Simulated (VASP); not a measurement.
Here is a VASP 6.6.1 calculation.

The input INCAR:

```
  PREC = Accurate
  ENCUT = 500
  EDIFF = 1E-6
  ISMEAR = 0
  SIGMA = 0.2
  LREAL = F
  LASPH = T
  NELM = 200
  ALGO = Normal
  ISIF = 2
  LWAVE = F
  LCHARG = F
  GGA = PE
  NBANDS = 36
  GGA_COMPAT = F
  LMAXMIX = 6
```

KPOINTS

```
Automatic mesh
0
Gamma
  4 4 2
```

The input POSCAR:

```
Sr4TmSi
1.0
    5.6974770738      0.0000000036      0.0000000000
   -2.8487385401      4.9341598816      0.0000000000
    0.0000000000      0.0000000000     11.8803470383
Sr Tm Si
4 1 1
Direct
    0.6666666667      0.3333333333      0.3195380748
    0.6666666667      0.3333333333      0.6804619252
    0.6666666667      0.3333333333      0.0000000000
    0.3333333333      0.6666666667      0.5000000000
    0.0000000000      0.0000000000      0.5000000000
    0.3333333333      0.6666666667      0.0000000000
```

Potentials or basis: VASP PAW PBE potentials, release 64 (Sr_sv, Tm_3, Si), 4f in core.

Run with:

```console
$ cat potpaw_PBE.64/Sr_sv/POTCAR potpaw_PBE.64/Tm_3/POTCAR potpaw_PBE.64/Si/POTCAR > POTCAR
$ mpirun -np 1 vasp_std > vasp.out
```

(1) Estimate the pressure.

(2) Predict the band gap on the k mesh.

(3) Estimate the largest force.

Answers

(1) 0.1 GPa.

(2) zero (an odd number of electrons rules out a gap without spin polarisation).

(3) 0.004 eV/Å.

Caveat: spin-orbit coupling is left out, which moves the levels of the heavy elements; the 4f electrons are frozen in the core, so they carry no moment and show no levels.
